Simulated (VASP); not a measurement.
Set up this calculation in VASP 6.6.1, as the native input.

```yaml
Task: relaxation of cell and atoms
Functional: PBE
Potentials_or_basis: VASP PAW PBE potentials, release 64 (Ti_sv, C)
Cutoff: 600 eV
k_mesh: 16 × 16 × 14
Occupations: fermi-dirac, width 0.08 eV
Spin: no spin polarisation
Dipole_correction: no
Further_INCAR_settings: ALGO = Normal; EDIFF = 1e-06; IBRION = 2; EDIFFG = -0.005; NSW = 100; ISIF = 3
```

The structure of TiC (WC type) lies in POSCAR:

```
TiC
1.0
    2.9705734512      0.0000000000      0.0000000000
   -1.4852867256      2.5725920725      0.0000000000
    0.0000000000      0.0000000000      2.9111619821
Ti C
1 1
Direct
    0.0000000000      0.0000000000      0.0000000000
    0.3333333333      0.6666666667      0.5000000000
```

These files were run (other wordings do the same):

INCAR

```
SYSTEM = TiC
PREC = Accurate ; ENCUT = 600
EDIFF = 1E-6 ; ISMEAR = -1
SIGMA = 0.08 ; LREAL = .False.
LASPH = .True. ; NELM = 100
ALGO = Normal ; ISIF = 3
LWAVE = .False. ; LCHARG = .False.
GGA = PE ; IBRION = 2
NSW = 100 ; EDIFFG = -0.005
```

KPOINTS

```
Automatic mesh
0
Gamma
  16 16 14
  0 0 0
```

Potentials or basis: VASP PAW PBE potentials, release 64 (Ti_sv, C).

Command:

```bash
$ cat potpaw_PBE.64/Ti_sv/POTCAR potpaw_PBE.64/C/POTCAR > POTCAR
$ mpirun -np 1 vasp_std > vasp.out
```

It gave:

```json
{
  "Relaxed volume": "10.82 Å³/atom",
  "Relaxed cell": "a = 3.046 Å, b = 3.046 Å, c = 2.694 Å, α = 90.00°, β = 90.00°, γ = 120.00°",
  "Space group after relaxing (to 0.1 Å)": "P-6m2 (No. 187)",
  "Energy gained by relaxing": "81.9 meV/atom",
  "Ionic steps": "12",
  "Pressure after relaxing": "0.0 GPa",
  "Band gap on the k mesh": "zero (bands 8 and 9 overlap by 0.10 eV)"
}
```

Wall time 2.4 min on 1 thread of Intel(R) Xeon(R) 6975P-C (Granite Rapids), on a shared host, peak memory 0.22 GiB.
